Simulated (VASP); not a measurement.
Here is a VASP 6.6.1 calculation.

INCAR

```
SYSTEM = Zr2Si2C
  PREC = Accurate
  ENCUT = 520
  EDIFF = 1E-6
  ISMEAR = 0
  SIGMA = 0.1
  LREAL = .FALSE.
  LASPH = .TRUE.
  NELM = 100
  ALGO = Fast
  ISIF = 2
  LWAVE = .FALSE.
  LCHARG = .FALSE.
  GGA = PE
  NBANDS = 26
```

File KPOINTS:

```
regular mesh
0
G
  6 6 4
  0 0 0
```

The input POSCAR:

```
Zr2Si2C
1.0
    4.6367083583      0.0000000000      0.0000000000
   -2.3183541792      4.0155072283      0.0000000000
    0.0000000000      0.0000000000      6.1259910644
Zr Si C
2 2 1
Direct
    0.6666666667      0.3333333333      0.5000000000
    0.3333333333      0.6666666667      0.5000000000
    0.0000000000      0.0000000000      0.7134221436
    0.0000000000      0.0000000000      0.2865778564
    0.0000000000      0.0000000000      0.0000000000
```

Potentials or basis: VASP PAW PBE potentials, release 64 (Zr_sv, Si, C).

Launch:

```console
$ cat potpaw_PBE.64/Zr_sv/POTCAR potpaw_PBE.64/Si/POTCAR potpaw_PBE.64/C/POTCAR > POTCAR
$ mpirun -np 1 vasp_std > vasp.out
```

Predict the pressure.

0.0 GPa.

Predict the band gap on the k mesh.

zero (bands 18 and 19 overlap by 1.04 eV).

Forces on the atoms (eV/Å):
```
Zr   0.000  0.000  0.000
Zr   0.000  0.000  0.000
Si   0.000  0.000 -0.002
Si   0.000  0.000  0.002
C    0.000  0.000  0.000
```
